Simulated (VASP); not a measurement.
Wanted: the native input for a VASP 6.6.1 run.

- Task: relaxation of cell and atoms
- Functional: PBE
- Dispersion: D3(BJ)
- Potentials or basis: VASP PAW PBE potentials, release 64 (Rb_sv, Si)
- Cutoff: 600 eV
- k mesh: 10 × 10 × 10
- Occupations: gaussian, width 0.1 eV
- Spin: no spin polarisation
- Dipole correction: no
- Further INCAR settings: ALGO = Normal; EDIFF = 1e-06; IBRION = 2; EDIFFG = -0.01; NSW = 100; ISIF = 3

The structure of RbSi2 lies in POSCAR:

```
RbSi2
1.0
    4.9681133734      0.0000000000      0.0000000000
    0.0000000000      4.9681133734      0.0000000000
    0.0000000000      0.0000000000      4.5195343020
Rb Si
1 2
Direct
    0.0000000000      0.0000000000      0.0000000000
    0.5000000000      0.5000000000      0.7513351544
    0.5000000000      0.5000000000      0.2486648456
```

One way to write it, as run:

INCAR

```
  PREC = Accurate
  ENCUT = 600
  EDIFF = 1E-6
  ISMEAR = 0
  SIGMA = 0.1
  LREAL = False
  LASPH = True
  NELM = 100
  ALGO = Normal
  ISIF = 3
  LWAVE = False
  LCHARG = False
  GGA = PE
  IVDW = 12
  IBRION = 2
  NSW = 100
  EDIFFG = -0.01
```

KPOINTS

```
regular mesh
0
Gamma
  10 10 10
```

Potentials or basis: VASP PAW PBE potentials, release 64 (Rb_sv, Si).

The run is started by

```sh
$ cat potpaw_PBE.64/Rb_sv/POTCAR potpaw_PBE.64/Si/POTCAR > POTCAR
$ mpirun -np 1 vasp_std > vasp.out
```

Results of the run:

```
Relaxed volume                         : 36.63 Å³/atom
Relaxed cell                           : a = 4.967 Å, b = 4.967 Å, c = 4.454 Å, α = 90.00°, β = 90.00°, γ = 90.00°
Space group after relaxing (to 0.05 Å) : P4/mmm (No. 123)
Energy gained by relaxing              : 4.8 meV/atom
Ionic steps                            : 5
Pressure after relaxing                : 0.0 GPa
Largest force after relaxing           : 0.003 eV/Å
Dispersion energy per atom             : -0.190 eV
```

Caveat: pairwise dispersion overbinds metals, which lowers pressure and volume.

It took 5.5 min on 1 thread of Intel(R) Xeon(R) Platinum 8375C CPU @ 2.90GHz (Ice Lake) (shared host), peak memory 0.4 GiB.
